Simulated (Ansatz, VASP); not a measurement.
# KMgF3 in VASP and in Ansatz

File INCAR:

```
PREC     = Accurate       # precision mode
ENCUT    = 520            # plane-wave cutoff, eV
EDIFF    = 1E-7           # SCF threshold, eV
ISMEAR   = 0              # smearing method
SIGMA    = 0.02           # smearing width, eV
LREAL    = False          # projectors in reciprocal space
LASPH    = True           # aspherical terms in the spheres
NELM     = 60             # most SCF steps
ALGO     = Normal         # electronic algorithm
ISIF     = 2              # what is computed and relaxed
LWAVE    = False          # write WAVECAR
LCHARG   = False          # write CHGCAR
GGA      = PE             # functional
NBANDS   = 24             # bands
```

The input KPOINTS:

```
Automatic mesh
0
Gamma
  6 6 6
```

The input POSCAR:

```
KMgF3
1.0
    4.0541864186      0.0000000000      0.0000000000
    0.0000000000      4.0541864186      0.0000000000
    0.0000000000      0.0000000000      4.0541864186
K Mg F
1 1 3
Direct
    0.5000000000      0.5000000000      0.5000000000
    0.0000000000      0.0000000000      0.0000000000
    0.5000000000      0.0000000000      0.0000000000
    0.0000000000      0.5000000000      0.0000000000
    0.0000000000      0.0000000000      0.5000000000
```

Input for Ansatz:

```yaml
crystal:
  lattice:
    - [4.0541864171, 0.0, 0.0]
    - [0.0, 4.0541864171, 0.0]
    - [0.0, 0.0, 4.0541864171]
  atoms:
    - { symbol: K, position: [0.5, 0.5, 0.5] }
    - { symbol: Mg, position: [0.0, 0.0, 0.0] }
    - { symbol: F, position: [0.5, 0.0, 0.0] }
    - { symbol: F, position: [0.0, 0.5, 0.0] }
    - { symbol: F, position: [0.0, 0.0, 0.5] }
basis:
  ecutwfc: 420
kpoints:
  mp_grid: { grid: [6, 6, 6] }
  band_path:
    path:
      - [[0.0, 0.0, 0.0], [0.0, 0.5, 0.0], [0.5, 0.5, 0.0], [0.0, 0.0, 0.0], [0.5, 0.5, 0.5], [0.0, 0.5, 0.0]]
      - [[0.5, 0.5, 0.5], [0.5, 0.5, 0.0]]
    npoints: 14
hamiltonian:
  xc: pbe
scf:
  occupations: { method: gaussian, width: 0.02 }
  n_extra_bands: 12
output:
  forces: true
  stress: true
  eigenvalues: true
  populations: true
  dos: { projected: true, de: 0.02, nscf_kmesh: { grid: [9, 9, 9] } }
  bader: true
  write_density: true
  write_potential: true
  elf: true
  volumetric_format: npy
```

Alike in both runs: task single point; functional PBE; k mesh 6 × 6 × 6; occupations gaussian, width 0.02 eV; no spin polarisation.

```csv
,VASP,Ansatz
version,VASP 6.6.1,Ansatz 0.2.0
potentials or method,"VASP PAW PBE potentials, release 64 (K_sv, Mg, F), cutoff 520 eV","scalar-relativistic, plane waves, PAW"
valence electrons in the cell,32,40
```

```csv
,VASP,Ansatz,Ansatz less VASP
gap on the k mesh at the Fermi level (eV),6.93,6.96,+0.031
least direct gap on the mesh (eV),7.25,7.28,+0.029
pressure (GPa),-0.4,0.0,+0.42
```

The functional is the same, so the differences come from potentials, cutoffs and numerics. VASP's potentials hold 32 valence electrons a cell and Ansatz's 40, so a difference there can come from the potentials and not from the codes.
